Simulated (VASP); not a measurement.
The system is LuC2.

```xyz
3
Lattice="-1.7780 2.3368 2.4315 1.7780 -2.3368 2.4315 1.7780 2.3368 -2.4315" Properties=species:S:1:pos:R:3 pbc="T T T"
Lu    0.0000    0.0000    0.0000
C     0.0000    0.6553    2.4315
C     1.7780    1.6815    0.0000
```

| Item | Value |
| --- | --- |
| Program | VASP 6.6.1 |
| Task | relaxation of volume and atoms at fixed shape |
| Functional | LDA |
| Potentials or basis | VASP PAW PBE potentials, release 64 (Lu, C) |
| Cutoff | 600 eV |
| k mesh | 6 × 7 × 7 |
| Occupations | gaussian, width 0.05 eV |
| Spin | no spin polarisation |

At the start: pressure -7.8 GPa; volume 13.47 Å³/atom.

Q: Where does the relaxation end?

A: Over 6 steps the energy falls by 18.7 meV/atom and the volume is 12.70 Å³/atom (-5.7 %); space group Immm (No. 71, to 0.1 Å) before and after.

The path:
```csv
step,energy change (eV),largest force (eV/Å),pressure (GPa),volume (Å³)
1,0.0000,0.3756,-7.81,40.41
2,0.1032,4.6387,12.61,36.69
3,-0.0366,1.0782,-1.81,39.08
4,0.0012,1.6977,3.96,36.51
5,-0.0562,0.0301,0.01,38.12
6,-0.0562,0.0085,0.01,38.10
```

Final structure:
```cif
data_structure
_symmetry_space_group_name_H-M 'P 1'
_symmetry_Int_Tables_number 1
_cell_length_a 3.7382
_cell_length_b 3.7382
_cell_length_c 3.7382
_cell_angle_alpha 124.400
_cell_angle_beta 104.395
_cell_angle_gamma 100.745
_cell_volume 38.10
loop_
_atom_site_label
_atom_site_type_symbol
_atom_site_fract_x
_atom_site_fract_y
_atom_site_fract_z
_atom_site_occupancy
Lu1 Lu 0.00000 0.00000 0.00000 1
C1 C 0.64176 0.50000 0.14176 1
C2 C 0.35824 0.50000 0.85824 1
```

Caveat: the PAW data sets were made with another functional, which shifts forces and pressure a little.
